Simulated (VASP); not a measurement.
BeSe: G0W0 quasiparticle levels with PBE

Crystal: BeSe.

```
CELL_PARAMETERS angstrom
0.00000 2.58104 2.58104
2.58104 0.00000 2.58104
2.58104 2.58104 0.00000
ATOMIC_POSITIONS crystal
Be 0.00000 0.00000 0.00000
Se 0.25000 0.25000 0.25000
```

* Program: VASP 6.6.1
* Task: G0W0 quasiparticle levels
* Functional: PBE
* Potentials or basis: VASP PAW PBE potentials, release 64 (Be_GW, Se_GW)
* Cutoff: 500 eV
* k mesh: 6 × 6 × 6
* Occupations: gaussian, width 0.01 eV
* Spin: no spin polarisation
* Dipole correction: no
* GW scheme: G0W0
* GW iterations: 1
* Cutoff of the response function: 80
* Frequency points: 48
* Empty bands: 55
* Further INCAR settings: ALGO = EVGW0; EDIFF = 1e-08; NBANDS = 59

- Band gap on the k mesh, mean-field level: 2.64 eV, indirect (least direct gap 4.27 eV)
- Quasiparticle gap: 3.55 eV
- Least direct quasiparticle gap: 5.54 eV

Levels at points of the mesh, in eV from the valence-band top:
```
           k point  band 1  band 2  band 3  band 4  band 5  band 6  band 7  band 8
(0.00, 0.00, 0.00)  -13.74    0.00    0.00    0.00    4.27    5.01    5.01    5.01
(0.50, 0.00, 0.00)  -12.42   -5.64   -1.06   -1.06    4.28    5.97    5.97    9.98
(0.50, 0.50, 0.00)  -11.97   -5.03   -2.62   -2.62    2.64    4.21   11.62   11.62
```

Wall time 5.5 min on 1 thread of Intel Xeon 8259CL, on a shared host, peak memory 0.44 GiB.

Caveat: bands, screening cutoff and mesh are small and nothing is extrapolated, so the quasiparticle values aren't converged. A k mesh can miss the band edges.
